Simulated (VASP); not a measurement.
# Ni (Im-3m) in VASP: further runs

Aim: see how the results for Ni move with the level of theory and the settings. Levels: LDA, PBEsol. Tasks: single point.

All numbers are computed with VASP 6.6.1; they aren't measurements. Logs are shortened: lines on timing, memory, paths and dates and some standing lists are left out, and cuts for length are marked.

## Step 1: The cell of the first run

Symmetry: Im-3m, No. 229, cubic system. Conventional cell: a = 2.804 Å, b = 2.804 Å, c = 2.804 Å, α = 90.00°, β = 90.00°, γ = 90.00°. Ni (site symmetry m-3m) has 14 Ni at 2.43 to 2.80 Å within 3.2 Å.

## Step 2: Single point, LDA, collinear spin, ferromagnetic start

INCAR

```
ALGO = Normal
EDIFF = 1E-7
ENCUT = 520
ISIF = 2
ISMEAR = -1
ISPIN = 2
LASPH = True
LCHARG = False
LMAXMIX = 4
LORBIT = 11
LREAL = False
LWAVE = False
MAGMOM = 1
NBANDS = 15
NELM = 150
PREC = Accurate
SIGMA = 0.05
```

KPOINTS

```
k-points
0
Gamma
  13 13 13
```

POSCAR

```
Ni
1.0
   -1.4019243406      1.4019243406      1.4019243406
    1.4019243406     -1.4019243406      1.4019243406
    1.4019243406      1.4019243406     -1.4019243406
Ni
1
Direct
    0.0000000000      0.0000000000      0.0000000000
```

Potentials or basis: VASP PAW LDA potentials, release 64 (Ni).

Launch:

```bash
> cat potpaw_LDA.64/Ni/POTCAR > POTCAR
> mpirun -np 1 vasp_std > vasp.out
```

OUTCAR:

```text
EDIFF = 1E-7
   ENCUT = 520
   ISIF = 2
   ISMEAR = -1
   ISPIN = 2
   LASPH = True
   LORBIT = 11
   LREAL = False
   NELM = 150
   PREC = Accurate

 ion  position               nearest neighbor table
   1  0.000  0.000  0.000-

  LATTYP: Found a body centered cubic cell.
 ALAT       =     2.8038486812

  Lattice vectors:

 A1 = (  -1.4019243406,   1.4019243406,   1.4019243406)
 A2 = (   1.4019243406,  -1.4019243406,   1.4019243406)
 A3 = (   1.4019243406,   1.4019243406,  -1.4019243406)

Analysis of symmetry for initial positions (statically):
=====================================================================
 Subroutine PRICEL returns:
 Original cell was already a primitive cell.

 Routine SETGRP: Setting up the symmetry group for a
 body centered cubic supercell.

 Subroutine GETGRP returns: Found 48 space group operations
 (whereof 48 operations were pure point group operations)
 out of a pool of 48 trial point group operations.

The static configuration has the point symmetry O_h .

Analysis of symmetry for dynamics (positions and initial velocities):
=====================================================================
 Subroutine PRICEL returns:
 Original cell was already a primitive cell.

 Routine SETGRP: Setting up the symmetry group for a
 body centered cubic supercell.

 Subroutine GETGRP returns: Found 48 space group operations
 (whereof 48 operations were pure point group operations)
 out of a pool of 48 trial point group operations.

The dynamic configuration has the point symmetry O_h .

Analysis of structural, dynamic, and magnetic symmetry:
=====================================================================
 Subroutine PRICEL returns:
 Original cell was already a primitive cell.

 Routine SETGRP: Setting up the symmetry group for a
 body centered cubic supercell.

 Subroutine GETGRP returns: Found 48 space group operations
 (whereof 48 operations were pure point group operations)
 out of a pool of 48 trial point group operations.

The overall configuration has the point symmetry O_h .

 Subroutine INISYM returns: Found 48 space group operations
 (whereof 48 operations are pure point group operations),
 and found     1 'primitive' translations

----------------------------------------------------------------------------------------

                                     Primitive cell

  volume of cell :      11.0213

  direct lattice vectors                    reciprocal lattice vectors
    -1.401924341  1.401924341  1.401924341     0.000000000  0.356652628  0.356652628
     1.401924341 -1.401924341  1.401924341     0.356652628  0.000000000  0.356652628
[... 118 lines left out ...]
 NGX is ok and might be reduce to    18
   NGX =  9   NGY =  9   NGZ =  9

 number of electron      10.0000000 magnetization       1.0000000

 number of electron       9.9999983 magnetization       0.5425539

 Free energy of the ion-electron system (eV)
  ---------------------------------------------------
  ext. energy  EPLUGINS =         0.00000000
  ---------------------------------------------------
  free energy    TOTEN  =        -6.42930790 eV

  energy without entropy =       -6.41238206  energy(sigma->0) =       -6.42084498

 E-fermi :   8.7203     XC(G=0): -13.5322

 val. band max:        8.7147102761   @ k =   0.4615   0.0000   0.0000
 cond. band min:       8.7331328318   @ k =  -0.4615   0.4615   0.3846
 fundamental gap:      0.0184225558
 Fermi energy:         8.7203476211

 spin component 1

 k-point     1 :       0.0000    0.0000    0.0000
  band No.  band energies     occupation
      1      -0.0507      1.00000
      2       6.5285      1.00000
      3       6.5285      1.00000
      4       6.5285      1.00000
      5       7.9027      1.00000
      6       7.9027      1.00000
      7      35.1071      0.00000
      8      35.1071      0.00000
      9      35.1071      0.00000
     10      39.9196      0.00000
     11      39.9196      0.00000
     12      40.5247      0.00000
     13      40.5247      0.00000
     14      40.5247      0.00000
[... 403 lines left out ...]
      4       7.7840      1.00000
      5       7.9776      1.00000
      6       8.5517      0.96686
      7      21.7471      0.00000
      8      26.3777      0.00000
      9      27.4980      0.00000
     10      36.4801      0.00000
     11      39.7490      0.00000
     12      42.5165      0.00000
     13      44.4870      0.00000
     14      47.8736      0.00000
     15      50.7728      0.00000

 [... further k-points ...]

 spin component 2

 k-point     1 :       0.0000    0.0000    0.0000
  band No.  band energies     occupation
      1       0.0006      1.00000
      2       7.0816      1.00000
      3       7.0816      1.00000
      4       7.0816      1.00000
      5       8.3872      0.99873
      6       8.3872      0.99873
      7      35.1060      0.00000
      8      35.1060      0.00000
      9      35.1060      0.00000
     10      39.9546      0.00000
     11      39.9546      0.00000
     12      40.6925      0.00000
     13      40.6925      0.00000
     14      40.6925      0.00000
[... 403 lines left out ...]
      4       8.2881      0.99982
      5       8.4707      0.99326
      6       9.1122      0.00040
      7      21.9223      0.00000
      8      26.4891      0.00000
      9      27.6417      0.00000
     10      36.5400      0.00000
     11      39.8714      0.00000
     12      42.5902      0.00000
     13      44.5794      0.00000
     14      47.9736      0.00000
     15      50.9187      0.00000

 [... further k-points ...]
[... 5 lines left out ...]
  --------------------------------------------------------------------------------------
  -------------------------------------------------------------------------------------
  Total       -1.1681165     -1.1681165     -1.1681165     -0.0000000      0.0000000     -0.0000000
  in kB     -169.8099023   -169.8099023   -169.8099023     -0.0000000      0.0000000     -0.0000000
  external PRESSURE =    -169.8099023 kB  Pullay stress =       0.0000000 kB

 VOLUME and BASIS-vectors are now :
 -----------------------------------------------------------------------------
  energy-cutoff  :      520.00
  volume of cell :       11.02
      direct lattice vectors                 reciprocal lattice vectors
    -1.401924341  1.401924341  1.401924341     0.000000000  0.356652628  0.356652628
     1.401924341 -1.401924341  1.401924341     0.356652628  0.000000000  0.356652628
     1.401924341  1.401924341 -1.401924341     0.356652628  0.356652628  0.000000000

 POSITION                                       TOTAL-FORCE (eV/Angst)
 -----------------------------------------------------------------------------------
      0.00000      0.00000      0.00000         0.000000     -0.000000      0.000000
 -----------------------------------------------------------------------------------
    total drift:                                0.000000     -0.000000      0.000000

  FREE ENERGIE OF THE ION-ELECTRON SYSTEM (eV)
  ---------------------------------------------------
  free  energy   TOTEN  =        -6.4293079028 eV

  energy  without entropy=       -6.4123820568  energy(sigma->0) =       -6.42084498

 total charge

# of ion       s       p       d       tot
------------------------------------------
    1        0.489   0.476   8.338   9.303

 magnetization (x)

# of ion       s       p       d       tot
------------------------------------------
    1       -0.002  -0.010   0.556   0.544
```

stdout:

```text
POSCAR found type information on POSCAR Ni
 POSCAR found :  1 types and       1 ions
 scaLAPACK will be used
 LDA part: xc-table for (Slater(with rela. corr.)+CA(PZ))
 , standard interpolation
 POSCAR, INCAR and KPOINTS ok, starting setup
 FFT: planning ... GRIDC
 FFT: planning ... GRID_SOFT
 FFT: planning ... GRID
 WAVECAR not read
 entering main loop
```

Run time: 14 s. Hardware: 1 thread of AMD EPYC 9R45 (Zen 5), shared host; peak memory 0.1 GiB.

What came out:

- Free energy: -6.4293 eV
- Pressure: -17.0 GPa
- Net moment: 0.54 μB per cell
- Site moments: Ni +0.54 μB
- Valence electrons inside the program's atomic spheres: Ni 9.30

Levels at points of the mesh, in eV from the Fermi level:
Spin up:
```tsv
k point	band 2	band 3	band 4	band 5	band 6	band 7	band 8	band 9
(0.00, 0.00, 0.00)	-2.19	-2.19	-2.19	-0.82	-0.82	26.39	26.39	26.39
```
Spin down:
```tsv
k point	band 1	band 2	band 3	band 4	band 5	band 6	band 7	band 8	band 9	band 10
(0.00, 0.00, 0.00)	-8.72	-1.64	-1.64	-1.64	-0.33	-0.33	26.39	26.39	26.39	31.23
```

## Step 3: Single point, PBEsol, collinear spin, ferromagnetic start

INCAR

```
SYSTEM = Ni
ALGO = Fast
EDIFF = 1E-6
ENCUT = 520
GGA = PS
ISIF = 2
ISMEAR = -1
ISPIN = 2
LASPH = .True.
LCHARG = .True.
LELF = .True.
LMAXMIX = 4
LORBIT = 11
LREAL = .False.
LVHAR = .True.
LWAVE = .False.
MAGMOM = 1
NBANDS = 15
NELM = 150
PREC = Accurate
SIGMA = 0.05
```

KPOINTS

```
k-points
0
Gamma
  13 13 13
  0 0 0
```

POSCAR is that of step 2.

Potentials or basis: VASP PAW PBE potentials, release 64 (Ni).

Launch:

```bash
> cat potpaw_PBE.64/Ni/POTCAR > POTCAR
> mpirun -np 1 vasp_std > vasp.out
```

It took 16 s on 1 thread of AMD EPYC 9R45 (Zen 5), shared host; peak memory 0.1 GiB.

The run converged. Its results:

| Property | Result |
| --- | --- |
| Free energy | -6.0218 eV |
| Pressure | -9.8 GPa |
| Net moment | 0.60 μB per cell |
| Site moments | Ni +0.60 μB |
| Valence electrons inside the program's atomic spheres | Ni 9.29 |

Levels at points of the mesh, in eV from the Fermi level:
Spin up:
```
           k point  band 1  band 2  band 3  band 4  band 5  band 6  band 7  band 8  band 9  band 10
(0.00, 0.00, 0.00)   -8.85   -2.27   -2.27   -2.27   -0.89   -0.89   26.30   26.30   26.30    31.09
```
Spin down:
```csv
k point,band 2,band 3,band 4,band 5,band 6,band 7,band 8,band 9
"(0.00, 0.00, 0.00)",-1.59,-1.59,-1.59,-0.34,-0.34,26.23,26.23,26.23
```

Caveat: the PAW data sets were made with another functional, which shifts forces and pressure a little.
